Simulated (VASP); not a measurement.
# MnSi in VASP: notebook

MnSi is run at these levels: PBE, r2SCAN50; tasks: single point.

Everything below comes from runs of VASP 6.6.1. Logs are shortened: lines on timing, memory, paths and dates and some standing lists are left out, and cuts for length are marked.

**1. The cell of the first run**

Symmetry: Pm-3m, No. 221, cubic system. Conventional cell: a = 3.132 Å, b = 3.132 Å, c = 3.132 Å, α = 90.00°, β = 90.00°, γ = 90.00°. Mn (site symmetry m-3m) has 8 Si at 2.71 Å and 6 Mn at 3.13 Å within 3.6 Å. Si (site symmetry m-3m) has 8 Mn at 2.71 Å and 6 Si at 3.13 Å within 3.6 Å.

**2. Single point, PBE, collinear spin, ferromagnetic start (15.37 Å³/atom)**

The input, INCAR:

```
SYSTEM = MnSi
PREC = Accurate
ENCUT = 520
EDIFF = 1E-6
ISMEAR = -1
SIGMA = 0.05
LREAL = .FALSE.
LASPH = .TRUE.
NELM = 150
ALGO = Normal
ISIF = 2
LWAVE = .FALSE.
LCHARG = .FALSE.
ISPIN = 2
MAGMOM = 4 0
LORBIT = 11
LMAXMIX = 4
GGA = PE
NBANDS = 20
```

The input, KPOINTS:

```
Automatic mesh
0
G
  9 9 9
  0 0 0
```

The input, POSCAR:

```
MnSi
1.0
    3.1324348549      0.0000000000      0.0000000000
    0.0000000000      3.1324348549      0.0000000000
    0.0000000000      0.0000000000      3.1324348549
Mn Si
1 1
Direct
    0.0000000000      0.0000000000      0.0000000000
    0.5000000000      0.5000000000      0.5000000000
```

Potentials or basis: VASP PAW PBE potentials, release 64 (Mn_pv, Si).

The run is started by

```
cat potpaw_PBE.64/Mn_pv/POTCAR potpaw_PBE.64/Si/POTCAR > POTCAR
mpirun -np 1 vasp_std > vasp.out
```

OUTCAR:

```text
SYSTEM = MnSi
   PREC = Accurate
   ENCUT = 520
   EDIFF = 1E-6
   ISMEAR = -1
   LREAL = .FALSE.
   LASPH = .TRUE.
   NELM = 150
   ISIF = 2
   ISPIN = 2
   LORBIT = 11
   GGA = PE

 ion  position               nearest neighbor table
   1  0.000  0.000  0.000-   2 2.71   2 2.71   2 2.71   2 2.71   2 2.71   2 2.71   2 2.71   2 2.71

   2  0.500  0.500  0.500-   1 2.71   1 2.71   1 2.71   1 2.71   1 2.71   1 2.71   1 2.71   1 2.71

  LATTYP: Found a simple cubic cell.
 ALAT       =     3.1324348549

  Lattice vectors:

 A1 = (   3.1324348549,   0.0000000000,   0.0000000000)
 A2 = (   0.0000000000,   3.1324348549,   0.0000000000)
 A3 = (   0.0000000000,   0.0000000000,   3.1324348549)

Analysis of symmetry for initial positions (statically):
=====================================================================
 Subroutine PRICEL returns:
 Original cell was already a primitive cell.

 Routine SETGRP: Setting up the symmetry group for a
 simple cubic supercell.

 Subroutine GETGRP returns: Found 48 space group operations
 (whereof 48 operations were pure point group operations)
 out of a pool of 48 trial point group operations.

The static configuration has the point symmetry O_h .

Analysis of symmetry for dynamics (positions and initial velocities):
=====================================================================
 Subroutine PRICEL returns:
 Original cell was already a primitive cell.

 Routine SETGRP: Setting up the symmetry group for a
 simple cubic supercell.

 Subroutine GETGRP returns: Found 48 space group operations
 (whereof 48 operations were pure point group operations)
 out of a pool of 48 trial point group operations.

The dynamic configuration has the point symmetry O_h .

Analysis of structural, dynamic, and magnetic symmetry:
=====================================================================
 Subroutine PRICEL returns:
 Original cell was already a primitive cell.

 Routine SETGRP: Setting up the symmetry group for a
 simple cubic supercell.

 Subroutine GETGRP returns: Found 48 space group operations
 (whereof 48 operations were pure point group operations)
 out of a pool of 48 trial point group operations.

The overall configuration has the point symmetry O_h .

 Subroutine INISYM returns: Found 48 space group operations
 (whereof 48 operations are pure point group operations),
 and found     1 'primitive' translations

----------------------------------------------------------------------------------------

                                     Primitive cell

  volume of cell :      30.7359

  direct lattice vectors                    reciprocal lattice vectors
     3.132434855  0.000000000  0.000000000     0.319240478  0.000000000  0.000000000
     0.000000000  3.132434855  0.000000000     0.000000000  0.319240478  0.000000000
     0.000000000  0.000000000  3.132434855     0.000000000  0.000000000  0.319240478

  length of vectors
     3.132434855  3.132434855  3.132434855     0.319240478  0.319240478  0.319240478

  position of ions in fractional coordinates (direct lattice)
     0.000000000  0.000000000  0.000000000
     0.500000000  0.500000000  0.500000000

  ion indices of the primitive-cell ions
   primitive index   ion index
                 1           1
                 2           2

----------------------------------------------------------------------------------------

 KPOINTS: Automatic mesh

Automatic generation of k-mesh.
 Grid dimensions read from file:
 generate k-points for:    9    9    9

 Generating k-lattice:

  Cartesian coordinates                     Fractional coordinates (reciprocal lattice)
     0.035471164  0.000000000  0.000000000     0.111111111  0.000000000  0.000000000
     0.000000000  0.035471164  0.000000000     0.000000000  0.111111111  0.000000000
     0.000000000  0.000000000  0.035471164     0.000000000  0.000000000  0.111111111

  Length of vectors
     0.035471164  0.035471164  0.035471164

  Shift w.r.t. Gamma in fractional coordinates (k-lattice)
     0.000000000  0.000000000  0.000000000

 Subroutine IBZKPT returns following result:
 ===========================================

 Found     35 irreducible k-points:

 Following reciprocal coordinates:
            Coordinates               Weight
  0.000000  0.000000  0.000000      1.000000
  0.111111  0.000000  0.000000      6.000000
  0.222222  0.000000  0.000000      6.000000
  0.333333  0.000000  0.000000      6.000000
  0.444444  0.000000  0.000000      6.000000
  0.111111  0.111111  0.000000     12.000000
[... 16 lines left out ...]
  0.333333  0.333333  0.111111     24.000000
  0.444444  0.333333  0.111111     48.000000
 [... further k-points ...]
   k-points           NKPTS =     35   k-points in BZ     NKDIM =     35   number of bands    NBANDS=     20
   number of dos      NEDOS =    301   number of ions     NIONS =      2
   total plane-waves  NPLWV =  13824
   dimension x,y,z NGX =    24 NGY =   24 NGZ =   24
   dimension x,y,z NGXF=    48 NGYF=   48 NGZF=   48
   ions per type =               1   1
   NGX,Y,Z   is equivalent  to a cutoff of  12.74, 12.74, 12.74 a.u.
   NGXF,Y,Z  is equivalent  to a cutoff of  25.47, 25.47, 25.47 a.u.
 SYSTEM =  MnSi
   PREC   = accura    normal or accurate (medium, high low for compatibility)
   ISTART =      0    job   : 0-new  1-cont  2-samecut
   ICHARG =      2    charge: 1-file 2-atom 10-const
   ISPIN  =      2    spin polarized calculation?
   LNONCOLLINEAR =      F non collinear calculations
   LSORBIT =      F    spin-orbit coupling
   LASPH  =      T    aspherical Exc in radial PAW
   ENCUT  =  520.0 eV  38.22 Ry    6.18 a.u.   5.82  5.82  5.82*2*pi/ulx,y,z
   NELM   =    150;   NELMIN=  2; NELMDL= -5     # of ELM steps
   EDIFF  = 0.1E-05   stopping-criterion for ELM
   LREAL  =      F    real-space projection
   EDIFFG = 0.1E-04   stopping-criterion for IOM
   NSW    =      0    number of steps for IOM
   IBRION =     -1    ionic relax: 0-MD 1-quasi-New 2-CG
   NFREE  =      0    steps in history (QN), initial steepest desc. (CG)
   ISIF   =      2    stress and relaxation
   ISYM   =      2    0-nonsym 1-usesym 2-fastsym
   POTIM  = 0.5000    time-step for ionic-motion
   TEBEG  =    0.0;   TEEND  =   0.0 temperature during run
   PSTRESS=    0.0 pullay stress
   NELECT =      17.0000    total number of electrons
   NUPDOWN=      -1.0000    fix difference up-down
   EMIN   =  10.00;   EMAX   =-10.00  energy-range for DOS
   EFERMI =   0.00;   METHOD = LEGACY
   ISMEAR =    -1;   SIGMA  =   0.05  broadening in eV -4-tet -1-fermi 0-gaus
   EFERMI_NEDOS =   21; number of points for ismear=-14 and -15
   IALGO  =     38    algorithm
   IMIX   =      4    mixing-type and parameters
     AMIX     =   0.40;   BMIX     =  1.00
     AMIX_MAG =   1.60;   BMIX_MAG =  1.00
  volume/ion in A,a.u.               =      15.37       103.71
  Fermi-wavevector in a.u.,A,eV,Ry     =   1.343824  2.539459 24.570260  1.805863
  Thomas-Fermi vector in A             =   2.471867
   LORBIT       =     11    0 simple, 1 ext, 2 COOP (PROOUT), +10 PAW based schemes
   GGA     = PE    functional components
   LHFCALC =     F    Hartree Fock is set to
   AEXX    =    0.0000 exact exchange contribution
   IVDW    =     0    specifies the selected vdW correction
   LEPSILON=     F    determine dielectric tensor
   LRPA    =     F    only Hartree local field effects (RPA)
 spin polarized calculation
  energy-cutoff  :      520.00
  volume of cell :       30.74
 maximum number of plane-waves:       849
 NGX is ok and might be reduce to    24
   NGX = 11   NGY = 11   NGZ = 11

 number of electron      16.9999965 magnetization       2.6755409

 Free energy of the ion-electron system (eV)
  ---------------------------------------------------
  ext. energy  EPLUGINS =         0.00000000
  ---------------------------------------------------
  free energy    TOTEN  =       -14.01743688 eV

  energy without entropy =      -13.99808692  energy(sigma->0) =      -14.00776190

 E-fermi :   8.1193     XC(G=0): -11.4195

 val. band max:        8.1151134020   @ k =   0.4444   0.2222   0.0000
 cond. band min:       8.1516895508   @ k =   0.4444   0.2222   0.2222
 fundamental gap:      0.0365761488
 Fermi energy:         8.1192547238

 spin component 1

 k-point     1 :       0.0000    0.0000    0.0000
  band No.  band energies     occupation
      1     -41.1419      1.00000
      2     -41.1419      1.00000
      3     -41.1419      1.00000
      4      -3.2358      1.00000
      5       5.1030      1.00000
      6       5.1030      1.00000
[... 12 lines left out ...]
     19      26.3680      0.00000
     20      26.3680      0.00000

 k-point     2 :       0.1111    0.0000    0.0000
  band No.  band energies     occupation
      1     -41.1458      1.00000
      2     -41.1416      1.00000
      3     -41.1416      1.00000
      4      -3.0534      1.00000
      5       5.0217      1.00000
      6       5.1503      1.00000
[... 498 lines left out ...]
 k-point    24 :       0.4444    0.3333    0.1111
  band No.  band energies     occupation
      1     -41.1715      1.00000
      2     -41.1635      1.00000
      3     -41.1410      1.00000
      4       0.4963      1.00000
      5       3.3808      1.00000
      6       4.6871      1.00000
[... 12 lines left out ...]
     19      24.3976      0.00000
     20      25.7937      0.00000

 [... further k-points ...]

 spin component 2

 k-point     1 :       0.0000    0.0000    0.0000
  band No.  band energies     occupation
      1     -38.1666      1.00000
      2     -38.1666      1.00000
      3     -38.1666      1.00000
      4      -3.2668      1.00000
      5       7.0247      1.00000
      6       7.0247      1.00000
[... 12 lines left out ...]
     19      26.9807      0.00000
     20      26.9807      0.00000

 k-point     2 :       0.1111    0.0000    0.0000
  band No.  band energies     occupation
      1     -38.1713      1.00000
      2     -38.1663      1.00000
      3     -38.1663      1.00000
      4      -3.0871      1.00000
      5       6.6209      1.00000
      6       7.1033      1.00000
[... 498 lines left out ...]
 k-point    24 :       0.4444    0.3333    0.1111
  band No.  band energies     occupation
      1     -38.2014      1.00000
      2     -38.1920      1.00000
      3     -38.1654      1.00000
      4       0.4736      1.00000
      5       3.6401      1.00000
      6       5.3022      1.00000
[... 12 lines left out ...]
     19      25.0956      0.00000
     20      25.6451      0.00000

 [... further k-points ...]
[... 5 lines left out ...]
  --------------------------------------------------------------------------------------
  -------------------------------------------------------------------------------------
  Total       -3.7865707     -3.7865707     -3.7865707     -0.0000000      0.0000000     -0.0000000
  in kB     -197.3833487   -197.3833487   -197.3833487     -0.0000000      0.0000000     -0.0000000
  external PRESSURE =    -197.3833487 kB  Pullay stress =       0.0000000 kB

 VOLUME and BASIS-vectors are now :
 -----------------------------------------------------------------------------
  energy-cutoff  :      520.00
  volume of cell :       30.74
      direct lattice vectors                 reciprocal lattice vectors
     3.132434855  0.000000000  0.000000000     0.319240478  0.000000000  0.000000000
     0.000000000  3.132434855  0.000000000     0.000000000  0.319240478  0.000000000
     0.000000000  0.000000000  3.132434855     0.000000000  0.000000000  0.319240478

 POSITION                                       TOTAL-FORCE (eV/Angst)
 -----------------------------------------------------------------------------------
      0.00000      0.00000      0.00000         0.000000      0.000000      0.000000
      1.56622      1.56622      1.56622         0.000000      0.000000      0.000000
 -----------------------------------------------------------------------------------
    total drift:                                0.000000      0.000000      0.000000

  FREE ENERGIE OF THE ION-ELECTRON SYSTEM (eV)
  ---------------------------------------------------
  free  energy   TOTEN  =       -14.0174368754 eV

  energy  without entropy=      -13.9980869164  energy(sigma->0) =      -14.00776190

 total charge

# of ion       s       p       d       tot
------------------------------------------
    1        0.264   6.196   5.085  11.545
    2        0.778   0.745   0.000   1.523
--------------------------------------------------
tot          1.042   6.941   5.085  13.069

 magnetization (x)

# of ion       s       p       d       tot
------------------------------------------
    1        0.010   0.016   2.783   2.809
    2       -0.023  -0.091   0.000  -0.114
--------------------------------------------------
tot         -0.013  -0.075   2.783   2.695
```

Wall time 48 s (1 thread of Intel Xeon 8259CL, shared host); peak memory 0.17 GiB.

Results:

```
Free energy                                           : -14.0174 eV
Pressure                                              : -19.7 GPa
Net moment                                            : 2.68 μB per cell
Site moments                                          : Mn +2.81; Si -0.11 μB
Valence electrons inside the program's atomic spheres : Mn 11.54; Si 1.52
```

Caveat: the cell stands under tension.

[end of part 1 of 2]
